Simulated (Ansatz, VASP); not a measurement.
## Cr, level by level in two programs

```xyz
2
Lattice="2.7140 0.0000 0.0000 -1.3570 2.3504 0.0000 0.0000 0.0000 4.4100" Properties=species:S:1:pos:R:3 pbc="T T T"
Cr    1.3570    0.7835    3.3075
Cr    0.0000    1.5669    1.1025
```

Single points on this cell with VASP 6.6.1 and Ansatz 0.2.0. Each row is one pair of runs. Alike in all rows: Ansatz's potentials, cutoff: Ansatz PAW, 420 eV.

```tsv
level	spin	k mesh	smearing	VASP's potentials, cutoff	gap on the k mesh at the Fermi level (eV), VASP	gap on the k mesh at the Fermi level (eV), Ansatz	net moment per atom (μB), VASP	net moment per atom (μB), Ansatz
PBEsol	off	11 × 11 × 6	fermi-dirac, width 0.05 eV	VASP PAW PBE potentials, release 64 (Cr_pv), 520 eV	none	none	-	-
PBEsol	collinear, typed start	11 × 11 × 6	fermi-dirac, width 0.05 eV	VASP PAW PBE potentials, release 64 (Cr_pv), 520 eV	?	none	?	0.82
PBEsol	non-collinear, typed start	8 × 8 × 5	fermi-dirac, width 0.05 eV	VASP PAW PBE potentials, release 64 (Cr_pv), 520 eV	none	none	0.93	0.91
PBE	collinear, typed start	9 × 9 × 5	fermi-dirac, width 0.05 eV	VASP PAW PBE potentials, release 64 (Cr_sv), 700 eV	-	-	2.25	2.25
PBE	collinear, typed start	11 × 11 × 6	gaussian, width 0.013 eV	VASP PAW PBE potentials, release 64 (Cr_pv), 520 eV	none	none	1.06	0.87
PBE	collinear, typed start	11 × 11 × 6	gaussian, width 0.014 eV	VASP PAW PBE potentials, release 64 (Cr_pv), 520 eV	none	none	1.01	0.87
PBE	collinear, typed start	11 × 11 × 6	gaussian, width 0.018 eV	VASP PAW PBE potentials, release 64 (Cr_pv), 520 eV	none	none	0.95	0.87
PBE	collinear, typed start	11 × 11 × 6	gaussian, width 0.021 eV	VASP PAW PBE potentials, release 64 (Cr_pv), 520 eV	none	none	0.87	0.87
```

Fill in what VASP gave in row 2.

gap on the k mesh at the Fermi level (eV): none; net moment per atom (μB): 0.84.

VASP's potentials hold 24 valence electrons a cell and Ansatz's 28 in some rows, so a difference there can come from the potentials and not from the codes.

A gap of «none» marks a metal or a gap that the smearing closes.

In some rows the two programs ended in different magnetic states.
